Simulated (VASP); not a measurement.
# Ti9S in VASP: a series of runs

Ti9S is run at these levels: PBE; tasks: single point.

All numbers are computed with VASP 6.6.1; they aren't measurements. Logs are shortened: lines on timing, memory, paths and dates and some standing lists are left out, and cuts for length are marked.

**1. The cell of the first run**

The cell holds a slab with vacuum, 10 atoms: a = 2.832 Å, b = 7.932 Å, c = 19.927 Å, α = 90.00°, β = 90.00°, γ = 90.00°.

**2. Single point, PBE**

INCAR

```
PREC = Accurate
ENCUT = 520
EDIFF = 1E-6
ISMEAR = 0
SIGMA = 0.1
LREAL = False
LASPH = True
NELM = 80
ALGO = Normal
ISIF = 2
LWAVE = False
LCHARG = True
LDIPOL = True
IDIPOL = 3
DIPOL = 0.5 0.5 0.332
GGA = PE
LELF = True
LVHAR = True
LVACPOTAV = True
NBANDS = 68
```

KPOINTS

```
Automatic mesh
0
Gamma
  9 4 1
```

POSCAR

```
Ti9S
1.0
    2.8319727881      0.0000000000      0.0000000000
    0.0000000000      7.9316622551      0.0000000000
    0.0000000000      0.0000000000     19.9268841162
Ti S
9 1
Direct
    0.0000000000      0.5000000000      0.2007338416
    0.5000000000      0.1666666667      0.2007338416
    0.5000000000      0.8333333333      0.2007338416
    0.0000000000      0.0000000000      0.3122110455
    0.5000000000      0.6684928875      0.3108725352
    0.5000000000      0.3315071125      0.3108725352
    0.0000000000      0.5000000000      0.4177589340
    0.5000000000      0.1666364294      0.4228902054
    0.5000000000      0.8333635706      0.4228902054
    0.5000000000      0.9999697627      0.5206286260
```

Potentials or basis: VASP PAW PBE potentials, release 64 (Ti_sv, S).

On the command line:

```console
$ cat potpaw_PBE.64/Ti_sv/POTCAR potpaw_PBE.64/S/POTCAR > POTCAR
$ mpirun -np 1 vasp_std > vasp.out
```

OUTCAR:

```text
PREC = Accurate
   ENCUT = 520
   EDIFF = 1E-6
   ISMEAR = 0
   LREAL = False
   LASPH = True
   NELM = 80
   ISIF = 2
   GGA = PE

 ion  position               nearest neighbor table
   1  0.000  0.500  0.201-
   2  0.500  0.167  0.201-   6 2.55   3 2.64
   3  0.500  0.833  0.201-   5 2.55   2 2.64
   4  0.000  0.000  0.312-
   5  0.500  0.668  0.311-   3 2.55   9 2.59   6 2.67   7 2.89   7 2.89
   6  0.500  0.332  0.311-   2 2.55   8 2.59   5 2.67   7 2.89   7 2.89
   7  0.000  0.500  0.418-   5 2.89   6 2.89   5 2.89   6 2.89
   8  0.500  0.167  0.423-  10 2.35   6 2.59   9 2.64
   9  0.500  0.833  0.423-  10 2.35   5 2.59   8 2.64
  10  0.500  1.000  0.521-   9 2.35   8 2.35

  LATTYP: Found a simple orthorhombic cell.
 ALAT       =     2.8319727881
 B/A-ratio  =     2.8007551091
 C/A-ratio  =     7.0363967479

  Lattice vectors:

 A1 = (   2.8319727881,   0.0000000000,   0.0000000000)
 A2 = (   0.0000000000,   7.9316622551,   0.0000000000)
 A3 = (   0.0000000000,   0.0000000000,  19.9268841162)

Analysis of symmetry for initial positions (statically):
=====================================================================
 Subroutine PRICEL returns:
 Original cell was already a primitive cell.

 Routine SETGRP: Setting up the symmetry group for a
 simple orthorhombic supercell.

 Subroutine GETGRP returns: Found  2 space group operations
 (whereof  2 operations were pure point group operations)
 out of a pool of  8 trial point group operations.

The static configuration has the point symmetry C_1h.

Analysis of symmetry for dynamics (positions and initial velocities):
=====================================================================
 Subroutine PRICEL returns:
 Original cell was already a primitive cell.

 Routine SETGRP: Setting up the symmetry group for a
 simple orthorhombic supercell.

 Subroutine GETGRP returns: Found  2 space group operations
 (whereof  2 operations were pure point group operations)
 out of a pool of  8 trial point group operations.

The dynamic configuration has the point symmetry C_1h.

 Subroutine INISYM returns: Found  2 space group operations
 (whereof  2 operations are pure point group operations),
 and found     1 'primitive' translations

----------------------------------------------------------------------------------------

                                     Primitive cell

  volume of cell :     447.6027

  direct lattice vectors                    reciprocal lattice vectors
     2.831972788  0.000000000  0.000000000     0.353110738  0.000000000  0.000000000
     0.000000000  7.931662255  0.000000000     0.000000000  0.126076977  0.000000000
     0.000000000  0.000000000 19.926884116     0.000000000  0.000000000  0.050183460

  length of vectors
     2.831972788  7.931662255 19.926884116     0.353110738  0.126076977  0.050183460

  position of ions in fractional coordinates (direct lattice)
     0.000000000  0.500000000  0.200733842
     0.500000000  0.166666667  0.200733842
     0.500000000  0.833333333  0.200733842
     0.000000000  0.000000000  0.312211045
     0.500000000  0.668492888  0.310872535
     0.500000000  0.331507112  0.310872535
     0.000000000  0.500000000  0.417758934
     0.500000000  0.166636429  0.422890205
     0.500000000  0.833363571  0.422890205
     0.500000000  0.999969763  0.520628626

  ion indices of the primitive-cell ions
   primitive index   ion index
                 1           1
                 2           2
                 3           3
                 4           4
                 5           5
                 6           6
                 7           7
                 8           8
                 9           9
                10          10

----------------------------------------------------------------------------------------

 KPOINTS: Automatic mesh

Automatic generation of k-mesh.
 Grid dimensions read from file:
 generate k-points for:    9    4    1

 Generating k-lattice:

  Cartesian coordinates                     Fractional coordinates (reciprocal lattice)
     0.039234526  0.000000000  0.000000000     0.111111111  0.000000000  0.000000000
     0.000000000  0.031519244  0.000000000     0.000000000  0.250000000  0.000000000
     0.000000000  0.000000000  0.050183460     0.000000000  0.000000000  1.000000000

  Length of vectors
     0.039234526  0.031519244  0.050183460

  Shift w.r.t. Gamma in fractional coordinates (k-lattice)
     0.000000000  0.000000000  0.000000000

 Subroutine IBZKPT returns following result:
 ===========================================

 Found     15 irreducible k-points:

 Following reciprocal coordinates:
            Coordinates               Weight
  0.000000  0.000000  0.000000      1.000000
  0.111111  0.000000  0.000000      2.000000
  0.222222  0.000000  0.000000      2.000000
  0.333333  0.000000  0.000000      2.000000
  0.444444  0.000000  0.000000      2.000000
  0.000000  0.250000  0.000000      2.000000
  0.111111  0.250000  0.000000      4.000000
  0.222222  0.250000  0.000000      4.000000
  0.333333  0.250000  0.000000      4.000000
  0.444444  0.250000  0.000000      4.000000
  0.000000  0.500000  0.000000      1.000000
  0.111111  0.500000  0.000000      2.000000
  0.222222  0.500000  0.000000      2.000000
  0.333333  0.500000  0.000000      2.000000
  0.444444  0.500000  0.000000      2.000000
   k-points           NKPTS =     15   k-points in BZ     NKDIM =     15   number of bands    NBANDS=     68
   number of dos      NEDOS =    301   number of ions     NIONS =     10
   total plane-waves  NPLWV = 216000
   dimension x,y,z NGX =    24 NGY =   60 NGZ =  150
   dimension x,y,z NGXF=    48 NGYF=  120 NGZF=  300
   ions per type =               9   1
   NGX,Y,Z   is equivalent  to a cutoff of  14.09, 12.58, 12.51 a.u.
   NGXF,Y,Z  is equivalent  to a cutoff of  28.18, 25.15, 25.03 a.u.
 SYSTEM =  unknown system
   PREC   = accura    normal or accurate (medium, high low for compatibility)
   ISTART =      0    job   : 0-new  1-cont  2-samecut
   ICHARG =      2    charge: 1-file 2-atom 10-const
   ISPIN  =      1    spin polarized calculation?
   LNONCOLLINEAR =      F non collinear calculations
   LSORBIT =      F    spin-orbit coupling
   LASPH  =      T    aspherical Exc in radial PAW
   ENCUT  =  520.0 eV  38.22 Ry    6.18 a.u.   5.27 14.75 37.05*2*pi/ulx,y,z
   NELM   =     80;   NELMIN=  2; NELMDL= -5     # of ELM steps
   EDIFF  = 0.1E-05   stopping-criterion for ELM
   LREAL  =      F    real-space projection
   EDIFFG = 0.1E-04   stopping-criterion for IOM
   NSW    =      0    number of steps for IOM
   IBRION =     -1    ionic relax: 0-MD 1-quasi-New 2-CG
   NFREE  =      0    steps in history (QN), initial steepest desc. (CG)
   ISIF   =      2    stress and relaxation
   ISYM   =      2    0-nonsym 1-usesym 2-fastsym
   POTIM  = 0.5000    time-step for ionic-motion
   TEBEG  =    0.0;   TEEND  =   0.0 temperature during run
   PSTRESS=    0.0 pullay stress
   NELECT =     114.0000    total number of electrons
   NUPDOWN=      -1.0000    fix difference up-down
   EMIN   =  10.00;   EMAX   =-10.00  energy-range for DOS
   EFERMI =   0.00;   METHOD = LEGACY
   ISMEAR =     0;   SIGMA  =   0.10  broadening in eV -4-tet -1-fermi 0-gaus
   EFERMI_NEDOS =   21; number of points for ismear=-14 and -15
   IALGO  =     38    algorithm
   IMIX   =      4    mixing-type and parameters
     AMIX     =   0.40;   BMIX     =  1.00
     AMIX_MAG =   1.60;   BMIX_MAG =  1.00
  volume/ion in A,a.u.               =      44.76       302.06
  Fermi-wavevector in a.u.,A,eV,Ry     =   1.037717  1.961001 14.651520  1.076856
  Thomas-Fermi vector in A             =   2.172168
   LORBIT       =      0    0 simple, 1 ext, 2 COOP (PROOUT), +10 PAW based schemes
   GGA     = PE    functional components
   LHFCALC =     F    Hartree Fock is set to
   AEXX    =    0.0000 exact exchange contribution
   IVDW    =     0    specifies the selected vdW correction
   LEPSILON=     F    determine dielectric tensor
   LRPA    =     F    only Hartree local field effects (RPA)
 non-spin polarized calculation
 Gauss-broadening in eV      SIGMA  =   0.10
  energy-cutoff  :      520.00
  volume of cell :      447.60
 maximum number of plane-waves:     12087
 NGX is ok and might be reduce to    24
   NGX = 11   NGY = 29   NGZ = 75

 dipolmoment           0.000000      0.000000     -0.032434 electrons x Angstroem

 number of electron     113.9999965 magnetization

 dipolmoment           0.000000      0.000000      0.072912 electrons x Angstroem

 Free energy of the ion-electron system (eV)
  ---------------------------------------------------
  ext. energy  EPLUGINS =         0.00000000
  ---------------------------------------------------
  free energy    TOTEN  =       -71.10460517 eV

  energy without entropy =      -71.04205038  energy(sigma->0) =      -71.07332778

 E-fermi :   0.4103     XC(G=0):  -5.2954

 val. band max:        0.3958354918   @ k =   0.0000   0.0000   0.0000
 cond. band min:       0.4149857226   @ k =   0.0000   0.0000   0.0000
 fundamental gap:      0.0191502309
 Fermi energy:         0.4102893302

 k-point     1 :       0.0000    0.0000    0.0000
  band No.  band energies     occupation
      1     -56.6187      2.00000
      2     -56.5486      2.00000
      3     -56.3330      2.00000
      4     -56.3047      2.00000
      5     -56.2671      2.00000
      6     -56.2450      2.00000
[... 60 lines left out ...]
     67       1.5995      0.00000
     68       1.6864      0.00000

 k-point     2 :       0.1111    0.0000    0.0000
  band No.  band energies     occupation
      1     -56.6120      2.00000
      2     -56.5419      2.00000
      3     -56.3257      2.00000
      4     -56.2984      2.00000
      5     -56.2608      2.00000
      6     -56.2387      2.00000
[... 60 lines left out ...]
     67       1.3979      0.00000
     68       1.5379      0.00000

 k-point     3 :       0.2222    0.0000    0.0000
  band No.  band energies     occupation
      1     -56.5953      2.00000
      2     -56.5247      2.00000
      3     -56.3070      2.00000
      4     -56.2822      2.00000
      5     -56.2447      2.00000
      6     -56.2228      2.00000
[... 841 lines left out ...]
     67       1.5750      0.00000
     68       1.6457      0.00000

 k-point    15 :       0.4444    0.5000    0.0000
  band No.  band energies     occupation
      1     -56.5636      2.00000
      2     -56.4921      2.00000
      3     -56.2692      2.00000
      4     -56.2509      2.00000
      5     -56.2183      2.00000
      6     -56.1931      2.00000
[... 60 lines left out ...]
     67       1.6551      0.00000
     68       1.7418      0.00000

------------------------ aborting loop because EDIFF is reached ----------------------------------------

  FORCE on cell =-STRESS in cart. coord.  units (eV):
  Direction    XX          YY          ZZ          XY          YZ          ZX
  --------------------------------------------------------------------------------------
  -------------------------------------------------------------------------------------
  Total       -4.1851977      0.3865247      1.2795851      0.0000000      0.0015105      0.0000000
  in kB      -14.9807610      1.3835510      4.5802279      0.0000000      0.0054068      0.0000000
  external PRESSURE =      -3.0056607 kB  Pullay stress =       0.0000000 kB

 VOLUME and BASIS-vectors are now :
 -----------------------------------------------------------------------------
  energy-cutoff  :      520.00
  volume of cell :      447.60
      direct lattice vectors                 reciprocal lattice vectors
     2.831972788  0.000000000  0.000000000     0.353110738  0.000000000  0.000000000
     0.000000000  7.931662255  0.000000000     0.000000000  0.126076977  0.000000000
     0.000000000  0.000000000 19.926884116     0.000000000  0.000000000  0.050183460

 POSITION                                       TOTAL-FORCE (eV/Angst)
 -----------------------------------------------------------------------------------
      0.00000      3.96583      4.00000         0.000000      0.000013      0.203336
      1.41599      1.32194      4.00000         0.000000      0.071795     -0.031415
      1.41599      6.60972      4.00000         0.000000     -0.071811     -0.031428
      0.00000      0.00000      6.22139         0.000000      0.000143     -0.305368
      1.41599      5.30226      6.19472         0.000000     -0.138285     -0.286352
      1.41599      2.62940      6.19472         0.000000      0.138258     -0.286311
      0.00000      3.96583      8.32463         0.000000     -0.000105     -0.055317
      1.41599      1.32170      8.42688         0.000000      0.312842      0.395915
      1.41599      6.60996      8.42688         0.000000     -0.313730      0.394941
      1.41599      7.93142     10.37451         0.000000      0.000880      0.001999
 -----------------------------------------------------------------------------------
    total drift:                                0.000000     -0.000011      0.001459

  FREE ENERGIE OF THE ION-ELECTRON SYSTEM (eV)
  ---------------------------------------------------
  free  energy   TOTEN  =       -71.1046051699 eV

  energy  without entropy=      -71.0420503814  energy(sigma->0) =      -71.07332778

 vacuum level on the upper side and lower side of the slab         5.365         4.777
```

Wall time 12 min (1 thread of Intel Xeon 6975P-C (Granite Rapids), shared host); peak memory 0.65 GiB.

What came out:

```
Free energy            : -71.1046 eV
Largest force          : 0.505 eV/Å
Band gap on the k mesh : zero (bands 57 and 58 overlap by 0.27 eV)
```

Forces on the atoms (eV/Å):
```
Ti   0.000  0.000  0.203
Ti   0.000  0.072 -0.031
Ti   0.000 -0.072 -0.031
Ti   0.000  0.000 -0.305
Ti   0.000 -0.138 -0.286
Ti   0.000  0.138 -0.286
Ti   0.000  0.000 -0.055
Ti   0.000  0.313  0.396
Ti   0.000 -0.314  0.395
S    0.000  0.001  0.002
```

Levels at points of the mesh, in eV from the Fermi level:
```tsv
k point	band 54	band 55	band 56	band 57	band 58	band 59	band 60	band 61
(0.00, 0.00, 0.00)	-0.37	-0.21	-0.09	-0.03	-0.01	0.00	0.20	0.41
(0.00, 0.50, 0.00)	-0.38	-0.26	-0.05	0.16	0.22	0.25	0.46	0.48
```

(Part 1 of 2 ends here.)
